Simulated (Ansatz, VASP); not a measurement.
ScGaTeSe2: VASP beside Ansatz

```xyz
5
Lattice="2.7264 -3.0359 0.0000 2.7264 3.0359 0.0000 0.0000 0.0000 8.8943" Properties=species:S:1:pos:R:3 pbc="T T T"
Sc    2.7264    0.0000    4.4472
Ga    0.0000    0.0000    4.4472
Te    2.7264    0.0000    0.0000
Se    2.7264    0.0000    2.2160
Se    2.7264    0.0000    6.6783
```

Alike in both runs: task single point; functional PBE; k mesh 4 × 4 × 2; occupations gaussian, width 0.1 eV; no spin polarisation.

```csv
,VASP,Ansatz
version,VASP 6.6.1,Ansatz 0.2.0
potentials or method,"VASP PAW PBE potentials, release 64 (Sc_sv, Ga_d, Te, Se), cutoff 520 eV","scalar-relativistic, plane waves, PAW"
valence electrons in the cell,42,72
```

|  | VASP | Ansatz | Ansatz less VASP |
| --- | --- | --- | --- |
| gap on the k mesh at the Fermi level (eV) | none | none | - |
| pressure (GPa) | 18.6 | 18.4 | -0.21 |
| traceless stress, the component that is largest in VASP (GPa) | 37.56 | 37.23 | -0.329 |
| rms of the force components (eV/Å) | 1.445 | 1.436 | -0.0092 |

Atom by atom the forces differ by 0.009 eV/Å (rms over components). A gap of «none» marks a metal or a gap that the smearing closes. The functional is the same, so the differences come from potentials, cutoffs and numerics. VASP's potentials hold 42 valence electrons a cell and Ansatz's 72, so a difference there can come from the potentials and not from the codes.

The k mesh is coarse, so the values compare programs but aren't converged. Spin-orbit coupling is off throughout.
